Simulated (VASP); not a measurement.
# Nb (Pm-3m) in VASP: notebook

Aim: see how the results for Nb move with the level of theory and the settings. Levels: PBE0, PBEsol-based global hybrid with 25 % exact exchange. Tasks: single point.

All numbers are computed with VASP 6.6.1; they aren't measurements. Logs are shortened: lines on timing, memory, paths and dates and some standing lists are left out, and cuts for length are marked.

## Step 1: The cell of the first run

It takes space group Pm-3m (No. 221, cubic). The conventional cell has a = 2.720 Å, b = 2.720 Å, c = 2.720 Å, α = 90.00°, β = 90.00°, γ = 90.00°. Within 3.6 Å of Nb (site symmetry m-3m) lie 6 Nb at 2.72 Å.

This isn't the form of Nb at room conditions, which is bcc.

## Step 2: Single point, PBE0

POSCAR

```
Nb
1.0
    2.7196400000      0.0000000000      0.0000000000
    0.0000000000      2.7196400000      0.0000000000
    0.0000000000      0.0000000000      2.7196400000
Nb
1
Direct
    0.5000000000      0.5000000000      0.5000000000
```

INCAR.step1

```
SYSTEM = Nb
PREC = Accurate ; ENCUT = 520
EDIFF = 1E-5 ; ISMEAR = -1
SIGMA = 0.05 ; LREAL = .FALSE.
LASPH = .TRUE. ; NELM = 80
ALGO = Normal ; ISIF = 2
LWAVE = .TRUE. ; LCHARG = .FALSE.
GGA = PE ; NBANDS = 12
```

INCAR.step2

```
SYSTEM = Nb
PREC = Accurate ; ENCUT = 520
EDIFF = 1E-6 ; ISMEAR = -1
SIGMA = 0.05 ; LREAL = .FALSE.
LASPH = .TRUE. ; NELM = 80
ALGO = Normal ; ISIF = 2
LWAVE = .FALSE. ; LCHARG = .FALSE.
GGA = PE ; LHFCALC = .TRUE.
AEXX = 0.25 ; PRECFOCK = Normal
ISTART = 1 ; NBANDS = 12
```

KPOINTS

```
Automatic mesh
0
G
  5 5 5
  0 0 0
```

Potentials or basis: VASP PAW PBE potentials, release 64 (Nb_sv).

Started as:

```console
> cat potpaw_PBE.64/Nb_sv/POTCAR > POTCAR
> cp INCAR.step1 INCAR
> mpirun -np 1 vasp_std > vasp.out
> cp INCAR.step2 INCAR
> mpirun -np 1 vasp_std > vasp.out
```

OUTCAR:

```text
SYSTEM = Nb
   PREC = Accurate
   ENCUT = 520
   EDIFF = 1E-6
   ISMEAR = -1
   LREAL = .FALSE.
   LASPH = .TRUE.
   NELM = 80
   ISIF = 2
   GGA = PE
   LHFCALC = .TRUE.
   AEXX = 0.25
   PRECFOCK = Normal
   ISTART = 1

 ion  position               nearest neighbor table
   1  0.500  0.500  0.500-

  LATTYP: Found a simple cubic cell.
 ALAT       =     2.7196400000

  Lattice vectors:

 A1 = (   2.7196400000,   0.0000000000,   0.0000000000)
 A2 = (   0.0000000000,   2.7196400000,   0.0000000000)
 A3 = (   0.0000000000,   0.0000000000,   2.7196400000)

Analysis of symmetry for initial positions (statically):
=====================================================================
 Subroutine PRICEL returns:
 Original cell was already a primitive cell.

 Routine SETGRP: Setting up the symmetry group for a
 simple cubic supercell.

 Subroutine GETGRP returns: Found 48 space group operations
 (whereof 48 operations were pure point group operations)
 out of a pool of 48 trial point group operations.

The static configuration has the point symmetry O_h .

Analysis of symmetry for dynamics (positions and initial velocities):
=====================================================================
 Subroutine PRICEL returns:
 Original cell was already a primitive cell.

 Routine SETGRP: Setting up the symmetry group for a
 simple cubic supercell.

 Subroutine GETGRP returns: Found 48 space group operations
 (whereof 48 operations were pure point group operations)
 out of a pool of 48 trial point group operations.

The dynamic configuration has the point symmetry O_h .

 Subroutine INISYM returns: Found 48 space group operations
 (whereof 48 operations are pure point group operations),
 and found     1 'primitive' translations

----------------------------------------------------------------------------------------

                                     Primitive cell

  volume of cell :      20.1157

  direct lattice vectors                    reciprocal lattice vectors
     2.719640000  0.000000000  0.000000000     0.367695724  0.000000000  0.000000000
     0.000000000  2.719640000  0.000000000     0.000000000  0.367695724  0.000000000
     0.000000000  0.000000000  2.719640000     0.000000000  0.000000000  0.367695724

  length of vectors
     2.719640000  2.719640000  2.719640000     0.367695724  0.367695724  0.367695724

  position of ions in fractional coordinates (direct lattice)
     0.500000000  0.500000000  0.500000000

  ion indices of the primitive-cell ions
   primitive index   ion index
                 1           1

----------------------------------------------------------------------------------------

 KPOINTS: Automatic mesh

Automatic generation of k-mesh.
 Grid dimensions read from file:
 generate k-points for:    5    5    5

 Generating k-lattice:

  Cartesian coordinates                     Fractional coordinates (reciprocal lattice)
     0.073539145  0.000000000  0.000000000     0.200000000  0.000000000  0.000000000
     0.000000000  0.073539145  0.000000000     0.000000000  0.200000000  0.000000000
     0.000000000  0.000000000  0.073539145     0.000000000  0.000000000  0.200000000

  Length of vectors
     0.073539145  0.073539145  0.073539145

  Shift w.r.t. Gamma in fractional coordinates (k-lattice)
     0.000000000  0.000000000  0.000000000

 Subroutine IBZKPT returns following result:
 ===========================================

 Found     10 irreducible k-points:

 Following reciprocal coordinates:
            Coordinates               Weight
  0.000000  0.000000  0.000000      1.000000
  0.200000  0.000000  0.000000      6.000000
  0.400000  0.000000  0.000000      6.000000
  0.200000  0.200000  0.000000     12.000000
  0.400000  0.200000  0.000000     24.000000
  0.400000  0.400000  0.000000     12.000000
  0.200000  0.200000  0.200000      8.000000
  0.400000  0.200000  0.200000     24.000000
  0.400000  0.400000  0.200000     24.000000
  0.400000  0.400000  0.400000      8.000000
   k-points           NKPTS =     10   k-points in BZ     NKDIM =    125   number of bands    NBANDS=     12
   number of dos      NEDOS =    301   number of ions     NIONS =      1
   total plane-waves  NPLWV =   8000
   dimension x,y,z NGX =    20 NGY =   20 NGZ =   20
   dimension x,y,z NGXF=    40 NGYF=   40 NGZF=   40
   ions per type =               1
   NGX,Y,Z   is equivalent  to a cutoff of  12.23, 12.23, 12.23 a.u.
   NGXF,Y,Z  is equivalent  to a cutoff of  24.45, 24.45, 24.45 a.u.
 SYSTEM =  Nb
   PREC   = accura    normal or accurate (medium, high low for compatibility)
   ISTART =      1    job   : 0-new  1-cont  2-samecut
   ICHARG =      0    charge: 1-file 2-atom 10-const
   ISPIN  =      1    spin polarized calculation?
   LNONCOLLINEAR =      F non collinear calculations
   LSORBIT =      F    spin-orbit coupling
   LASPH  =      T    aspherical Exc in radial PAW
   ENCUT  =  520.0 eV  38.22 Ry    6.18 a.u.   5.06  5.06  5.06*2*pi/ulx,y,z
   NELM   =     80;   NELMIN=  2; NELMDL=  0     # of ELM steps
   EDIFF  = 0.1E-05   stopping-criterion for ELM
   LREAL  =      F    real-space projection
   EDIFFG = 0.1E-04   stopping-criterion for IOM
   NSW    =      0    number of steps for IOM
   IBRION =     -1    ionic relax: 0-MD 1-quasi-New 2-CG
   NFREE  =      0    steps in history (QN), initial steepest desc. (CG)
   ISIF   =      2    stress and relaxation
   ISYM   =      3    0-nonsym 1-usesym 2-fastsym
   POTIM  = 0.5000    time-step for ionic-motion
   TEBEG  =    0.0;   TEEND  =   0.0 temperature during run
   PSTRESS=    0.0 pullay stress
   NELECT =      13.0000    total number of electrons
   NUPDOWN=      -1.0000    fix difference up-down
   EMIN   =  10.00;   EMAX   =-10.00  energy-range for DOS
   EFERMI =   0.00;   METHOD = LEGACY
   ISMEAR =    -1;   SIGMA  =   0.05  broadening in eV -4-tet -1-fermi 0-gaus
   EFERMI_NEDOS =   21; number of points for ismear=-14 and -15
   IALGO  =     38    algorithm
   IMIX   =      1    mixing-type and parameters
     AMIX     =   0.40;   BMIX     =  1.00
     AMIX_MAG =   1.60;   BMIX_MAG =  1.00
  volume/ion in A,a.u.               =      20.12       135.75
  Fermi-wavevector in a.u.,A,eV,Ry     =   1.415396  2.674710 27.257162  2.003345
  Thomas-Fermi vector in A             =   2.536839
   LORBIT       =      0    0 simple, 1 ext, 2 COOP (PROOUT), +10 PAW based schemes
   GGA     = PE    functional components
   LHFCALC =     T    Hartree Fock is set to
   PRECFOCK=normal    Normal, Fast or Accurate (Low or Medium for compatibility)
   ENCUT4O =  -1.0   cutoff for four orbital integrals eV
   NKREDX  =     1    reduce k-point grid by
   NKREDY  =     1    reduce k-point grid by
   NKREDZ  =     1    reduce k-point grid by
   AEXX    =    0.2500 exact exchange contribution
   HFSCREEN=    0.0000 screening length (either q_TF or 0.3 A-1)
   HFSCREENC=   0.0000 screening length for correlation (either q_TF or 0.3 A-1)
   ENCUTFOCK=  -1.0 apply spherical cutoff to Coloumb kernel
   IVDW    =     0    specifies the selected vdW correction
   LEPSILON=     F    determine dielectric tensor
   LRPA    =     F    only Hartree local field effects (RPA)
 non-spin polarized calculation
  energy-cutoff  :      520.00
  volume of cell :       20.12
 maximum number of plane-waves:       553
  NGX = 16; NGY = 16; NGZ = 16

 number of electron      12.9999997 magnetization

 Free energy of the ion-electron system (eV)
  ---------------------------------------------------
  ext. energy  EPLUGINS =         0.00000000
  ---------------------------------------------------
  free energy    TOTEN  =       -11.54940884 eV

  energy without entropy =      -11.54139623  energy(sigma->0) =      -11.54540254

 E-fermi :   9.7574     XC(G=0):  -9.2915

 val. band max:        9.3116518633   @ k =   0.4000   0.4000   0.2000
 cond. band min:       9.8457518865   @ k =   0.4000   0.2000   0.2000
 fundamental gap:      0.5341000231
 Fermi energy:         9.7574159911

 k-point     1 :       0.0000    0.0000    0.0000
  band No.  band energies     occupation
      1     -49.0944      2.00000
      2     -22.8831      2.00000
      3     -22.8831      2.00000
      4     -22.8831      2.00000
      5       2.7719      2.00000
      6       5.8404      2.00000
      7       5.8404      2.00000
      8      16.4189      0.00000
      9      16.4189      0.00000
     10      16.4189      0.00000
     11      25.6805      0.00000
     12      25.6805      0.00000

 k-point     2 :       0.2000    0.0000    0.0000
  band No.  band energies     occupation
      1     -49.0231      2.00000
      2     -23.4879      2.00000
      3     -22.8345      2.00000
      4     -22.8345      2.00000
      5       3.9056      2.00000
      6       6.1763      2.00000
      7       7.3068      2.00000
      8      14.8544      0.00000
      9      14.8544      0.00000
     10      16.5429      0.00000
     11      22.1525      0.00000
     12      27.7729      0.00000

 k-point     3 :       0.4000    0.0000    0.0000
  band No.  band energies     occupation
      1     -48.9052      2.00000
      2     -24.3902      2.00000
      3     -22.7550      2.00000
      4     -22.7550      2.00000
      5       5.9042      2.00000
      6       6.7882      2.00000
      7      10.2176      0.00020
      8      13.0337      0.00000
      9      13.0337      0.00000
     10      16.7509      0.00000
     11      20.3563      0.00000
     12      24.8049      0.00000
[... 76 lines left out ...]
 k-point     9 :       0.4000    0.4000    0.2000
  band No.  band energies     occupation
      1     -48.6596      2.00000
      2     -24.0907      2.00000
      3     -24.0732      2.00000
      4     -23.1593      2.00000
      5       5.8716      2.00000
      6       9.3117      1.99973
      7      10.5807      0.00000
      8      11.3636      0.00000
      9      15.6820      0.00000
     10      17.7256      0.00000
     11      22.1533      0.00000
     12      22.9375      0.00000

 k-point    10 :       0.4000    0.4000    0.4000
  band No.  band energies     occupation
      1     -48.5519      2.00000
      2     -23.9694      2.00000
      3     -23.9460      2.00000
      4     -23.9460      2.00000
      5       6.6617      2.00000
      6       7.4700      2.00000
      7       7.4700      2.00000
      8      16.1620      0.00000
      9      16.1620      0.00000
     10      19.4339      0.00000
     11      20.3902      0.00000
     12      25.3616      0.00000

------------------------ aborting loop because EDIFF is reached ----------------------------------------

  FORCE on cell =-STRESS in cart. coord.  units (eV):
  Direction    XX          YY          ZZ          XY          YZ          ZX
  --------------------------------------------------------------------------------------
  -------------------------------------------------------------------------------------
  Total        0.1729330      0.1729330      0.1729330      0.0000000      0.0000000     -0.0000000
  in kB       13.7738108     13.7738108     13.7738108      0.0000000      0.0000000     -0.0000000
  external PRESSURE =      13.7738108 kB  Pullay stress =       0.0000000 kB

 VOLUME and BASIS-vectors are now :
 -----------------------------------------------------------------------------
  energy-cutoff  :      520.00
  volume of cell :       20.12
      direct lattice vectors                 reciprocal lattice vectors
     2.719640000  0.000000000  0.000000000     0.367695724  0.000000000  0.000000000
     0.000000000  2.719640000  0.000000000     0.000000000  0.367695724  0.000000000
     0.000000000  0.000000000  2.719640000     0.000000000  0.000000000  0.367695724

 POSITION                                       TOTAL-FORCE (eV/Angst)
 -----------------------------------------------------------------------------------
      1.35982      1.35982      1.35982         0.000000      0.000000      0.000000
 -----------------------------------------------------------------------------------
    total drift:                                0.000000      0.000000     -0.000000

  FREE ENERGIE OF THE ION-ELECTRON SYSTEM (eV)
  ---------------------------------------------------
  free  energy   TOTEN  =       -11.5494088403 eV

  energy  without entropy=      -11.5413962310  energy(sigma->0) =      -11.54540254
```

It took 2.4 min on 1 thread of AMD EPYC 9R45 (Zen 5), shared host; peak memory 0.1 GiB.

Results:

```yaml
Free_energy: -11.5494 eV
Pressure: 1.4 GPa
Band_gap_on_the_k_mesh: zero (an odd number of electrons rules out a gap without spin polarisation)
```

Caveat: the k points lie up to 0.46 Å⁻¹ apart, too coarse for converged energies and pressures of a metal; the PAW data sets were made with another functional, which shifts forces and pressure a little.

## Step 3: Single point, PBE0

This run uses another cell than the first one, of 20.42 Å³/atom.

POSCAR

```
Nb
1.0
    2.7333532077      0.0000000000      0.0000000000
    0.0000000000      2.7333532077      0.0000000000
    0.0000000000      0.0000000000      2.7333532077
Nb
1
Direct
    0.5000000000      0.5000000000      0.5000000000
```

INCAR.step1

```
SYSTEM = Nb
ALGO = Normal
EDIFF = 1E-5
ENCUT = 520
GGA = PE
ISIF = 2
ISMEAR = -1
LASPH = .True.
LREAL = .False.
LWAVE = .True.
NBANDS = 12
NELM = 100
PREC = Accurate
SIGMA = 0.05
```

INCAR.step2

```
SYSTEM = Nb
AEXX = 0.25
ALGO = Normal
EDIFF = 1E-7
ENCUT = 520
GGA = PE
ISIF = 2
ISMEAR = -1
ISTART = 1
LASPH = .True.
LCHARG = .True.
LELF = .True.
LHFCALC = .True.
LREAL = .False.
LVHAR = .True.
LWAVE = .False.
NBANDS = 12
NELM = 100
PREC = Accurate
PRECFOCK = Normal
SIGMA = 0.05
```

KPOINTS

```
k-points
0
Gamma
  5 5 5
  0 0 0
```

Potentials or basis: VASP PAW PBE potentials, release 64 (Nb_sv).

Started as:

```console
> cat potpaw_PBE.64/Nb_sv/POTCAR > POTCAR
> cp INCAR.step1 INCAR
> mpirun -np 1 vasp_std > vasp.out
> cp INCAR.step2 INCAR
> mpirun -np 1 vasp_std > vasp.out
```

Wall time 2.6 min (1 thread of AMD EPYC 9R45 (Zen 5), shared host); peak memory 0.1 GiB.

The run converged. Its results:

```
Free energy            : -11.5503 eV
Pressure               : -0.6 GPa
Band gap on the k mesh : zero (an odd number of electrons rules out a gap without spin polarisation)
```

Levels at points of the mesh, in eV from the Fermi level:
| k point | band 5 | band 6 | band 7 | band 8 | band 9 | band 10 |
| --- | --- | --- | --- | --- | --- | --- |
| (0.00, 0.00, 0.00) | -6.93 | -3.84 | -3.84 | 6.59 | 6.59 | 6.59 |

Caveat: the k points lie up to 0.46 Å⁻¹ apart, too coarse for converged energies and pressures of a metal; the PAW data sets were made with another functional, which shifts forces and pressure a little.

## Step 4: Single point, PBEsol-based global hybrid with 25 % exact exchange

POSCAR

```
Nb
1.0
    2.7196400000      0.0000000000      0.0000000000
    0.0000000000      2.7196400000      0.0000000000
    0.0000000000      0.0000000000      2.7196400000
Nb
1
Direct
    0.5000000000      0.5000000000      0.5000000000
```

INCAR.step1

```
  ALGO = Normal
  EDIFF = 1E-5
  ENCUT = 520
  GGA = PE
  ISIF = 2
  ISMEAR = -1
  LASPH = T
  LCHARG = F
  LREAL = F
  LWAVE = T
  NBANDS = 12
  NELM = 60
  PREC = Accurate
  SIGMA = 0.05
```

INCAR.step2

```
  AEXX = 0.25
  ALGO = Normal
  EDIFF = 1E-6
  ENCUT = 520
  GGA = PS
  ISIF = 2
  ISMEAR = -1
  ISTART = 1
  LASPH = T
  LCHARG = F
  LHFCALC = T
  LREAL = F
  LWAVE = F
  NBANDS = 12
  NELM = 60
  PREC = Accurate
  PRECFOCK = Normal
  SIGMA = 0.05
```

KPOINTS

```
k-points
0
Gamma
  5 5 5
```

Started as:

```console
> cat potpaw_PBE.64/Nb_sv/POTCAR > POTCAR
> cp INCAR.step1 INCAR
> mpirun -np 1 vasp_std > vasp.out
> cp INCAR.step2 INCAR
> mpirun -np 1 vasp_std > vasp.out
```

Run time: 2.4 min. Hardware: 1 thread of AMD EPYC 9R45 (Zen 5), shared host; peak memory 0.1 GiB.

The run converged. Its results:

```yaml
Free_energy: -12.0096 eV
Pressure: -2.3 GPa
Band_gap_on_the_k_mesh: zero (an odd number of electrons rules out a gap without spin polarisation)
```

Levels at points of the mesh, in eV from the Fermi level:
```tsv
k point	band 4	band 5	band 6	band 7	band 8	band 9	band 10	band 11
(0.00, 0.00, 0.00)	-32.58	-6.99	-3.90	-3.90	6.65	6.65	6.65	15.90
```

Caveat: the k points lie up to 0.46 Å⁻¹ apart, too coarse for converged energies and pressures of a metal; the PAW data sets were made with another functional, which shifts forces and pressure a little.

## Step 5: The runs side by side

| level | cell | gap on the mesh (eV) | pressure (GPa) |
| --- | --- | --- | --- |
| PBE0 | a = 2.720 Å, 1 atom | none | 1.4 |
| PBE0 | a = 2.733 Å, 1 atom | none | -0.6 |
| PBEsol-based global hybrid with 25 % exact exchange | a = 2.720 Å, 1 atom | none | -2.3 |

Alike in all rows: task single point; potentials or basis VASP PAW PBE potentials, release 64 (Nb_sv); no spin polarisation; k mesh 5 × 5 × 5; cutoff (eV) 520; smearing fermi-dirac 0.05 eV.

Caveats: all runs use coarse meshes; the PAW data sets were made with another functional, which shifts forces and pressure a little.

Absolute energies hang on the potentials; compare differences alone.
